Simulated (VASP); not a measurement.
Set up this calculation in VASP 6.6.1, as the native input.

* Task: single point
* Functional: PBE
* Potentials or basis: VASP PAW PBE potentials, release 64 (Zr_sv, Se, S)
* Cutoff: 520 eV
* k mesh: 6 × 6 × 6
* Occupations: gaussian, width 0.1 eV
* Spin: no spin polarisation
* Dipole correction: no
* Further INCAR settings: ALGO = Normal; EDIFF = 1e-07; NBANDS = 29

The structure of Zr2SeS2 lies in POSCAR:

```
Zr2SeS2
1.0
   -2.3355944634      2.3355944634      4.8515150349
    2.3355944634     -2.3355944634      4.8515150349
    2.3355944634      2.3355944634     -4.8515150349
Zr Se S
2 1 2
Direct
    0.2500000000      0.7500000000      0.5000000000
    0.7500000000      0.2500000000      0.5000000000
    0.0000000000      0.0000000000      0.0000000000
    0.3503212660      0.3503212660      0.0000000000
    0.6496787340      0.6496787340      0.0000000000
```

The cell was built from a structure type or drawn by symmetry, and may not be a known phase.

One way to write it, as run:

INCAR

```
PREC = Accurate
ENCUT = 520
EDIFF = 1E-7
ISMEAR = 0
SIGMA = 0.1
LREAL = False
LASPH = True
NELM = 80
ALGO = Normal
ISIF = 2
LWAVE = False
LCHARG = False
GGA = PE
NBANDS = 29
```

KPOINTS

```
Automatic mesh
0
Gamma
  6 6 6
```

Potentials or basis: VASP PAW PBE potentials, release 64 (Zr_sv, Se, S).

Launch:

```sh
$ cat potpaw_PBE.64/Zr_sv/POTCAR potpaw_PBE.64/Se/POTCAR potpaw_PBE.64/S/POTCAR > POTCAR
$ mpirun -np 1 vasp_std > vasp.out
```

It gave:

| Item | Value |
| --- | --- |
| Pressure | 0.0 GPa |
| Largest force | 0.006 eV/Å |
| Band gap on the k mesh | zero (bands 21 and 22 overlap by 0.57 eV) |

It used 85 s of CPU time on 1 thread of Intel(R) Xeon(R) 6975P-C (Granite Rapids), on a shared host.
